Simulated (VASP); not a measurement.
# SiO2 (P4_12_12) in VASP: settings compared, part 2 of 2

VASP 6.6.1. Earlier steps stand in the parts before.

## Step 3: Electric field gradients, r2SCAN

POSCAR reads:

```
SiO2
1.0
    4.9780000000      0.0000000000      0.0000000000
    0.0000000000      4.9780000000      0.0000000000
    0.0000000000      0.0000000000      6.9480000000
Si O
4 8
Direct
    0.3043136979      0.3043136979      0.0000000000
    0.1956863021      0.8043136979      0.2500000000
    0.6956863021      0.6956863021      0.5000000000
    0.8043136979      0.1956863021      0.7500000000
    0.2368485857      0.1149240455      0.1843524453
    0.3850759545      0.7368485857      0.4343524453
    0.7631514143      0.8850759545      0.6843524453
    0.6149240455      0.2631514143      0.9343524453
    0.7368485857      0.3850759545      0.5656475547
    0.8850759545      0.7631514143      0.3156475547
    0.2631514143      0.6149240455      0.0656475547
    0.1149240455      0.2368485857      0.8156475547
```

INCAR.step1 reads:

```
SYSTEM = SiO2
PREC = Accurate
ENCUT = 520
ISMEAR = -1
SIGMA = 0.02
LREAL = .FALSE.
LASPH = .TRUE.
NELM = 60
NBANDS = 44
GGA = PE
ALGO = Normal
EDIFF = 1E-4
LWAVE = .TRUE.
LCHARG = .FALSE.
```

INCAR.step2 reads:

```
SYSTEM = SiO2
PREC = Accurate
ENCUT = 520
EDIFF = 1E-8
ISMEAR = -1
SIGMA = 0.02
LREAL = .FALSE.
LASPH = .TRUE.
NELM = 60
ALGO = Normal
ISIF = 2
LWAVE = .FALSE.
LCHARG = .FALSE.
METAGGA = R2SCAN
LMIXTAU = .TRUE.
LEFG = .TRUE.
NBANDS = 44
ISTART = 1
```

KPOINTS reads:

```
Automatic mesh
0
G
  5 5 4
  0 0 0
```

Potentials or basis: VASP PAW PBE potentials, release 64 (Si, O).

Run with:

```bash
> cat potpaw_PBE.64/Si/POTCAR potpaw_PBE.64/O/POTCAR > POTCAR
> cp INCAR.step1 INCAR
> mpirun -np 1 vasp_std > vasp.out
> cp INCAR.step2 INCAR
> mpirun -np 1 vasp_std > vasp.out
```

OUTCAR:

```text
SYSTEM = SiO2
   PREC = Accurate
   ENCUT = 520
   EDIFF = 1E-8
   ISMEAR = -1
   LREAL = .FALSE.
   LASPH = .TRUE.
   NELM = 60
   ISIF = 2
   METAGGA = R2SCAN
   ISTART = 1

 ion  position               nearest neighbor table
   1  0.304  0.304  0.000-   8 1.63  11 1.63   5 1.63  12 1.63   2 3.08   4 3.08   2 3.08   4 3.08

   2  0.196  0.804  0.250-   5 1.63  10 1.63   6 1.63  11 1.63   1 3.08   3 3.08   1 3.08   3 3.08

   3  0.696  0.696  0.500-   6 1.63   9 1.63   7 1.63  10 1.63   2 3.08   4 3.08   4 3.08   2 3.08

   4  0.804  0.196  0.750-   7 1.63  12 1.63   9 1.63   8 1.63   1 3.08   3 3.08   3 3.08   1 3.08

   5  0.237  0.115  0.184-   2 1.63   1 1.63
   6  0.385  0.737  0.434-   3 1.63   2 1.63
   7  0.763  0.885  0.684-   4 1.63   3 1.63
   8  0.615  0.263  0.934-   1 1.63   4 1.63
   9  0.737  0.385  0.566-   3 1.63   4 1.63
  10  0.885  0.763  0.316-   2 1.63   3 1.63
  11  0.263  0.615  0.066-   1 1.63   2 1.63
  12  0.115  0.237  0.816-   4 1.63   1 1.63

  LATTYP: Found a simple tetragonal cell.
 ALAT       =     4.9780000000
 C/A-ratio  =     1.3957412616

  Lattice vectors:

 A1 = (   4.9780000000,   0.0000000000,   0.0000000000)
 A2 = (   0.0000000000,   4.9780000000,   0.0000000000)
 A3 = (   0.0000000000,   0.0000000000,   6.9480000000)

Analysis of symmetry for initial positions (statically):
=====================================================================
 Subroutine PRICEL returns:
 Original cell was already a primitive cell.

 Routine SETGRP: Setting up the symmetry group for a
 simple tetragonal supercell.

 Subroutine GETGRP returns: Found  8 space group operations
 (whereof  2 operations were pure point group operations)
 out of a pool of 16 trial point group operations.

The static configuration has the point symmetry C_2 .
 The point group associated with its full space group is D_4 .

Analysis of symmetry for dynamics (positions and initial velocities):
=====================================================================
 Subroutine PRICEL returns:
 Original cell was already a primitive cell.

 Routine SETGRP: Setting up the symmetry group for a
 simple tetragonal supercell.

 Subroutine GETGRP returns: Found  8 space group operations
 (whereof  2 operations were pure point group operations)
 out of a pool of 16 trial point group operations.

The dynamic configuration has the point symmetry C_2 .
 The point group associated with its full space group is D_4 .

 Subroutine INISYM returns: Found  8 space group operations
 (whereof  2 operations are pure point group operations),
 and found     1 'primitive' translations

----------------------------------------------------------------------------------------

                                     Primitive cell

  volume of cell :     172.1748

  direct lattice vectors                    reciprocal lattice vectors
     4.978000000  0.000000000  0.000000000     0.200883889  0.000000000  0.000000000
[... 152 lines left out ...]
 Fermi energy:         0.1294945796

 k-point     1 :       0.0000    0.0000    0.0000
  band No.  band energies     occupation
      1     -20.6737      2.00000
      2     -19.7937      2.00000
      3     -19.7937      2.00000
      4     -18.6995      2.00000
      5     -18.6306      2.00000
      6     -18.6269      2.00000
[... 835 lines left out ...]
     43      11.1975      0.00000
     44      11.1975      0.00000

------------------------ aborting loop because EDIFF is reached ----------------------------------------

  FORCE on cell =-STRESS in cart. coord.  units (eV):
  Direction    XX          YY          ZZ          XY          YZ          ZX
  --------------------------------------------------------------------------------------
  -------------------------------------------------------------------------------------
  Total       -3.3407233     -3.3407233     -4.2101191      0.0000000      0.0000000      0.0000000
  in kB      -31.0871919    -31.0871919    -39.1773781      0.0000000      0.0000000      0.0000000
  external PRESSURE =     -33.7839206 kB  Pullay stress =       0.0000000 kB

 VOLUME and BASIS-vectors are now :
 -----------------------------------------------------------------------------
  energy-cutoff  :      520.00
  volume of cell :      172.17
      direct lattice vectors                 reciprocal lattice vectors
     4.978000000  0.000000000  0.000000000     0.200883889  0.000000000  0.000000000
     0.000000000  4.978000000  0.000000000     0.000000000  0.200883889  0.000000000
     0.000000000  0.000000000  6.948000000     0.000000000  0.000000000  0.143926310

 POSITION                                       TOTAL-FORCE (eV/Angst)
 -----------------------------------------------------------------------------------
      1.51487      1.51487      0.00000         0.053304      0.053304     -0.000000
      0.97413      4.00387      1.73700        -0.053304      0.053304     -0.000000
      3.46313      3.46313      3.47400        -0.053304     -0.053304     -0.000000
      4.00387      0.97413      5.21100         0.053304     -0.053304     -0.000000
      1.17903      0.57209      1.28088         0.047005     -0.148186     -0.248605
      1.91691      3.66803      3.01788         0.148186      0.047005     -0.248605
      3.79897      4.40591      4.75488        -0.047005      0.148186     -0.248605
      3.06109      1.30997      6.49188        -0.148186     -0.047005     -0.248605
      3.66803      1.91691      3.93012         0.047005      0.148186      0.248605
      4.40591      3.79897      2.19312         0.148186     -0.047005      0.248605
      1.30997      3.06109      0.45612        -0.047005     -0.148186      0.248605
      0.57209      1.17903      5.66712        -0.148186      0.047005      0.248605
 -----------------------------------------------------------------------------------
    total drift:                               -0.000000      0.000000     -0.000000

  FREE ENERGIE OF THE ION-ELECTRON SYSTEM (eV)
  ---------------------------------------------------
  free  energy   TOTEN  =      -119.1219833369 eV

  energy  without entropy=     -119.1219833369  energy(sigma->0) =     -119.12198334

 Electric field gradients (V/A^2)
---------------------------------------------------------------------
 ion       V_xx      V_yy      V_zz      V_xy      V_xz      V_yz
---------------------------------------------------------------------
   1       0.304     0.304    -0.609     0.183     2.565    -2.565
   2       0.304     0.304    -0.609    -0.183     2.565     2.565
   3       0.304     0.304    -0.609     0.183    -2.565     2.565
   4       0.304     0.304    -0.609    -0.183    -2.565    -2.565
   5     -48.814    44.046     4.768    19.054   -14.750   -56.990
   6      44.046   -48.814     4.768   -19.054    56.990   -14.750
   7     -48.814    44.046     4.768    19.054    14.750    56.990
   8      44.046   -48.814     4.768   -19.054   -56.990    14.750
   9     -48.814    44.046     4.768   -19.054    14.750   -56.990
  10      44.046   -48.814     4.768    19.054   -56.990   -14.750
  11     -48.814    44.046     4.768   -19.054   -14.750    56.990
  12      44.046   -48.814     4.768    19.054    56.990    14.750
---------------------------------------------------------------------

 Electric field gradients after diagonalization (V/A^2)
 (convention: |V_zz| > |V_xx| > |V_yy|)
----------------------------------------------------------------------
 ion       V_xx      V_yy      V_zz     asymmetry (V_yy - V_xx)/ V_zz
----------------------------------------------------------------------
   1       3.402     0.488    -3.890       0.749
   2       3.402     0.488    -3.890       0.749
   3       3.402     0.488    -3.890       0.749
   4       3.402     0.488    -3.890       0.749
   5     -53.074   -35.821    88.896       0.194
   6     -53.074   -35.821    88.896       0.194
   7     -53.074   -35.821    88.896       0.194
   8     -53.074   -35.821    88.896       0.194
   9     -53.074   -35.821    88.896       0.194
  10     -53.074   -35.821    88.896       0.194
  11     -53.074   -35.821    88.896       0.194
  12     -53.074   -35.821    88.896       0.194
----------------------------------------------------------------------

           NMR quadrupolar parameters

 Cq : quadrupolar parameter    Cq=e*Q*V_zz/h
 eta: asymmetry parameters     (V_yy - V_xx)/ V_zz
 Q  : nuclear electric quadrupole moment in mb (millibarn)
----------------------------------------------------------------------
 ion       Cq(MHz)       eta       Q (mb)
----------------------------------------------------------------------
   1      -0.009       0.749       1.000
   2      -0.009       0.749       1.000
   3      -0.009       0.749       1.000
   4      -0.009       0.749       1.000
   5       0.215       0.194       1.000
   6       0.215       0.194       1.000
   7       0.215       0.194       1.000
   8       0.215       0.194       1.000
   9       0.215       0.194       1.000
  10       0.215       0.194       1.000
  11       0.215       0.194       1.000
  12       0.215       0.194       1.000
----------------------------------------------------------------------
```

Wall time 10 min (1 thread of Intel Xeon Platinum 8259CL at 2.50GHz (Skylake/Cascade Lake), shared host); peak memory 0.35 GiB.

What came out:

* Free energy: -119.1220 eV
* Pressure: -3.4 GPa
* Largest force: 0.293 eV/Å
* Band gap on the k mesh: 6.26 eV
* Largest electric field gradient by atom: Si -3.9; O +88.9 V/Å²

Forces on the atoms (eV/Å):
```
Si   0.053  0.053  0.000
Si  -0.053  0.053  0.000
Si  -0.053 -0.053  0.000
Si   0.053 -0.053  0.000
O    0.047 -0.148 -0.249
O    0.148  0.047 -0.249
O   -0.047  0.148 -0.249
O   -0.148 -0.047 -0.249
O    0.047  0.148  0.249
O    0.148 -0.047  0.249
O   -0.047 -0.148  0.249
O   -0.148  0.047  0.249
```

Levels at points of the mesh, in eV from the valence-band top:
```csv
k point,band 28,band 29,band 30,band 31,band 32,band 33,band 34,band 35,band 36,band 37
"(0.00, 0.00, 0.00)",-1.27,-0.68,-0.34,-0.34,0.00,6.26,9.59,9.59,9.98,9.98
"(0.00, 0.00, 0.50)",-0.88,-0.55,-0.55,-0.38,-0.38,7.56,7.56,10.18,10.18,10.51
```

Electric field gradients, principal values (V/Å²):
```tsv
atom	least	middle	greatest (by size)
1 Si	0.488	3.402	-3.890
2 Si	0.488	3.402	-3.890
3 Si	0.488	3.402	-3.890
4 Si	0.488	3.402	-3.890
5 O	-35.821	-53.074	88.896
6 O	-35.821	-53.074	88.896
7 O	-35.821	-53.074	88.896
8 O	-35.821	-53.074	88.896
9 O	-35.821	-53.074	88.896
10 O	-35.821	-53.074	88.896
11 O	-35.821	-53.074	88.896
12 O	-35.821	-53.074	88.896
```

Caveat: the cell stands under tension; without QUAD_EFG the Cq values of the log hold for a quadrupole moment of 1 mb, not for the nuclei; the PAW data sets were made with another functional, which shifts forces and pressure a little. A k mesh can miss the band edges.
